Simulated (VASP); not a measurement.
B3Ru2, 10 atoms in the cell. Symmetry: P6_3/mmc, No. 194, hexagonal system. Conventional cell: a = 2.870 Å, b = 2.870 Å, c = 12.600 Å, α = 90.00°, β = 90.00°, γ = 120.00°. B (site symmetry 3m) has 3 B at 1.83 Å and 4 Ru at 2.15 to 2.16 Å within 2.4 Å. B (site symmetry -6m2) has 6 Ru at 2.16 Å and 8 B at 2.76 to 2.87 Å within 2.9 Å. Within 2.8 Å of Ru (site symmetry 3m) lie 7 B at 2.15 to 2.16 Å and 1 Ru at 2.77 Å. 

- Program: VASP 6.6.1
- Task: single point
- Functional: r2SCAN
- Potentials or basis: VASP PAW PBE potentials, release 64 (B, Ru_pv)
- Cutoff: 520 eV
- k mesh: 13 × 13 × 3
- Occupations: fermi-dirac, width 0.1 eV
- Spin: no spin polarisation
- Dipole correction: no
- Further INCAR settings: ALGO = Normal; EDIFF = 1e-07; NBANDS = 48

Potentials or basis: VASP PAW PBE potentials, release 64 (B, Ru_pv).

Run with:

```bash
$ cat potpaw_PBE.64/B/POTCAR potpaw_PBE.64/Ru_pv/POTCAR > POTCAR
$ cp INCAR.step1 INCAR
$ mpirun -np 1 vasp_std > vasp.out
$ cp INCAR.step2 INCAR
$ mpirun -np 1 vasp_std > vasp.out
```

Hardware: 1 thread of AMD EPYC 9R45 96-Core Processor (Zen 5), on a shared host.

Task: How long does it take, and how much memory?

Result: Run time: 9.4 min on 1 thread of AMD EPYC 9R45 96-Core Processor (Zen 5), with other jobs on the host, peak memory 0.29 GiB. Counts: k points 42.
